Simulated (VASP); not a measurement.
## HfHF3: single point with PBE

The system is HfHF3.

```
Hf H F
1.0
     3.79451    0.00000    0.00000
     0.00000    3.79451    0.00000
     0.00000    0.00000    3.79451
Hf H F
1 1 3
Cartesian
  0.0000 0.0000 0.0000
  1.8973 1.8973 1.8973
  1.8973 0.0000 0.0000
  0.0000 1.8973 0.0000
  0.0000 0.0000 1.8973
```

* Program: VASP 6.6.1
* Task: single point
* Functional: PBE
* Potentials or basis: VASP PAW PBE potentials, release 64 (Hf_pv, H, F)
* Cutoff: 520 eV
* k mesh: 4 × 4 × 4
* Occupations: gaussian, width 0.1 eV
* Spin: no spin polarisation

```yaml
Pressure: 42.6 GPa
Band_gap_on_the_k_mesh: zero (band 16 reaches 4.21 eV, above the bottom of band 17 at 4.20 eV)
```

Levels at points of the mesh, in eV from the Fermi level:
```csv
k point,band 14,band 15,band 16,band 17,band 18,band 19
"(0.00, 0.00, 0.00)",-8.29,-8.29,-1.85,0.02,0.02,0.02
"(0.50, 0.00, 0.00)",-8.30,-8.30,-0.33,0.12,1.95,1.95
"(0.50, 0.50, 0.00)",-8.51,-7.62,0.03,2.08,2.08,3.88
"(0.50, 0.50, 0.50)",-7.61,-7.61,-0.42,3.64,3.64,3.64
```

Run time: 9.4 s on 1 thread of AMD EPYC 9R45 (Zen 5), on a shared host, peak memory 0.13 GiB.

Caveat: the k points lie up to 0.41 Å⁻¹ apart; spin-orbit coupling is left out, which moves the levels of the heavy elements.
